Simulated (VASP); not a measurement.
MgO (CsCl type): single point with LDA

MgO (CsCl type):

```
Mg O
1.0
     2.03501    0.00000    0.00000
     0.00000    2.03501    0.00000
     0.00000    0.00000    2.03501
Mg O
1 1
Direct
  0.00000 0.00000 0.00000
  0.50000 0.50000 0.50000
```

This cell differs from its parent crystal: volume scaled by 0.91.

| Quantity | Value |
| --- | --- |
| Program | VASP 6.6.1 |
| Task | single point |
| Functional | LDA |
| Potentials or basis | VASP PAW LDA potentials, release 64 (Mg, O) |
| Cutoff | 600 eV |
| k mesh | 12 × 12 × 12 |
| Occupations | gaussian, width 0.01 eV |
| Spin | no spin polarisation |

```
Pressure               : 542.1 GPa
Band gap on the k mesh : 7.47 eV, direct
```

Levels at points of the mesh, in eV from the valence-band top:
```
           k point  band 1  band 2  band 3  band 4  band 5  band 6  band 7  band 8  band 9
(0.00, 0.00, 0.00)  -26.07   -2.12   -2.12   -2.12   10.06   10.06   15.17   36.85   36.85
(0.50, 0.00, 0.00)  -22.02  -13.04   -1.71   -1.71   17.25   17.59   20.97   20.98   28.09
(0.50, 0.50, 0.00)  -20.03   -9.80   -9.80    0.00    7.47   21.25   23.29   23.29   24.98
(0.50, 0.50, 0.50)  -16.12   -9.48   -9.48   -9.48   11.61   11.61   11.61   31.72   31.72
```

Run time: 3.2 s on 1 thread of Intel(R) Xeon(R) 6975P-C (Granite Rapids), with other jobs on the host, peak memory 0.12 GiB.

 A k mesh can miss the band edges.
